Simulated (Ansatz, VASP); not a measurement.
**One calculation of HfO2, two programs**

Contents of INCAR:

```
PREC     = Accurate       # precision mode
ENCUT    = 520            # plane-wave cutoff, eV
EDIFF    = 1E-7           # SCF threshold, eV
ISMEAR   = 0              # smearing method
SIGMA    = 0.05           # smearing width, eV
LREAL    = F              # projectors in reciprocal space
LASPH    = T              # aspherical terms in the spheres
NELM     = 150            # most SCF steps
ALGO     = Normal         # electronic algorithm
ISIF     = 2              # what is computed and relaxed
LWAVE    = F              # write WAVECAR
LCHARG   = F              # write CHGCAR
LMAXMIX  = 4              # l up to which the mixer works
LDAU     = T              # DFT+U
LDAUTYPE = 2            
LDAUL    = 2 -1           # shell
LDAUU    = 5 0            # U, eV
LDAUJ    = 0 0          
LDAUPRINT= 1            
GGA      = PE             # functional
NBANDS   = 18             # bands
```

Contents of KPOINTS:

```
regular mesh
0
Gamma
  12 12 6
```

The input POSCAR:

```
HfO2
1.0
    3.2522111955      0.0000000000      0.0000000000
   -1.6261055978      2.8164975138      0.0000000000
    0.0000000000      0.0000000000      5.6017024625
Hf O
1 2
Direct
    0.0000000000      0.0000000000      0.0000000000
    0.3333333333      0.6666666667      0.1731211689
    0.6666666667      0.3333333333      0.8268788311
```

Input for Ansatz:

```yaml
crystal:
  lattice:
    - [3.252211195514, 2.886747970106e-11, 0.0]
    - [-1.626105597782, 2.816497513773, 0.0]
    - [0.0, 0.0, 5.6017024625]
  atoms:
    - { symbol: Hf, position: [0.0, 0.0, 0.0] }
    - { symbol: O, position: [0.3333333333333, 0.6666666666667, 0.1731211689] }
    - { symbol: O, position: [0.6666666666667, 0.3333333333333, 0.8268788311] }
basis:
  ecutwfc: "58.8 Ry"
  ecutrho_ratio: 4
kpoints:
  mp_grid: { grid: [12, 12, 6] }
hamiltonian:
  xc: pbe
  hubbard: { sites: [{ species: Hf, l: d, u_eff: 5.0 }], double_counting: fll }
scf:
  occupations: { method: gaussian, width: 0.05 }
output:
  forces: true
  stress: true
```

Alike in both runs: task single point; functional PBE; k mesh 12 × 12 × 6; occupations gaussian, width 0.05 eV; no spin polarisation; Hubbard terms Hf d U = 5.0 eV.

|  | VASP | Ansatz |
| --- | --- | --- |
| version | VASP 6.6.1 | Ansatz 0.2.0 |
| potentials or method | VASP PAW PBE potentials, release 64 (Hf_pv, O), cutoff 520 eV | scalar-relativistic, plane waves, PAW |
| valence electrons in the cell | 22 | 38 |

|  | VASP | Ansatz | Ansatz less VASP |
| --- | --- | --- | --- |
| pressure (GPa) | 7.0 | 4.5 | -2.41 |
| traceless stress, the component that is largest in VASP (GPa) | -4.39 | -4.03 | +0.366 |
| rms of the force components (eV/Å) | 0.208 | 0.030 | -0.1786 |

The programs project onto different local orbitals, so the same U acts differently, and such runs can settle in different states. Atom by atom the forces differ by 0.179 eV/Å (rms over components). VASP's potentials hold 22 valence electrons a cell and Ansatz's 38, so a difference there can come from the potentials and not from the codes.

Neither program's run includes spin-orbit coupling.
